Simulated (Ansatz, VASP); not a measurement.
**One calculation of FeNi2, two programs**

```
Ni Fe
1.0
     0.00000    3.23082    3.23082
     3.23082    0.00000    3.23082
     3.23082    3.23082    0.00000
Ni Fe
4 2
Direct
  0.62500 0.62500 0.62500
  0.12500 0.62500 0.62500
  0.62500 0.12500 0.62500
  0.62500 0.62500 0.12500
  0.00000 0.00000 0.00000
  0.25000 0.25000 0.25000
```

Alike in both runs: task single point; functional PBE; k mesh 7 × 7 × 7; occupations fermi-dirac, width 0.05 eV; collinear spin.

```csv
,VASP,Ansatz
version,VASP 6.6.1,Ansatz 0.2.0
potentials or method,"VASP PAW PBE potentials, release 64 (Ni, Fe)",Ansatz PAW
plane-wave cutoff (eV),520,420
valence electrons in the cell,56,104
```

```tsv
	VASP	Ansatz	Ansatz less VASP
gap on the k mesh at the Fermi level (eV)	none	none	-
pressure (GPa)	7.8	7.9	+0.11
net moment per atom (μB)	1.30	1.30	+0.004
size of the moment on the site where the two differ most (μB)	0.53	0.60	+0.072
```

Site moments also hang on the region over which each program counts them. A gap of «none» marks a metal or a gap that the smearing closes. The functional is the same, so the differences come from potentials, cutoffs and numerics. VASP's potentials hold 56 valence electrons a cell and Ansatz's 104, so a difference there can come from the potentials and not from the codes.
